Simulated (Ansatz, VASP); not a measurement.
**TiNi in VASP and in Ansatz**

```
Ti Ni
1.0
     2.73580    0.00000    0.00000
     0.00000    2.73580    0.00000
     0.00000    0.00000    3.76048
Ti Ni
1 1
Direct
  0.50000 0.50000 0.50000
  0.00000 0.00000 0.00000
```

Change from the starting cell: strain +0.000 along x and y, +0.050 along z, atoms carried along.

Alike in both runs: task single point; functional PBEsol; k mesh 18 × 18 × 14; occupations gaussian, width 0.15 eV; no spin polarisation.

|  | VASP | Ansatz |
| --- | --- | --- |
| version | VASP 6.6.1 | Ansatz 0.2.0 |
| potentials or method | VASP PAW PBE potentials, release 64 (Ti_sv, Ni), cutoff 520 eV | scalar-relativistic, plane waves, PAW |
| valence electrons in the cell | 22 | 30 |

Ansatz gave:

| Property | Result |
| --- | --- |
| gap on the k mesh at the Fermi level (eV) | none |
| pressure (GPa) | -13.1 |
| traceless stress, the component that is largest in VASP (GPa) | -3.72 |

**Question.** Which values does VASP return?

**Answer.** gap on the k mesh at the Fermi level (eV): none; pressure (GPa): -13.1; traceless stress, the component that is largest in VASP (GPa): -3.78.

VASP's potentials were made for PBE, not for PBEsol. A gap of «none» marks a metal or a gap that the smearing closes. VASP's potentials hold 22 valence electrons a cell and Ansatz's 30, so a difference there can come from the potentials and not from the codes.
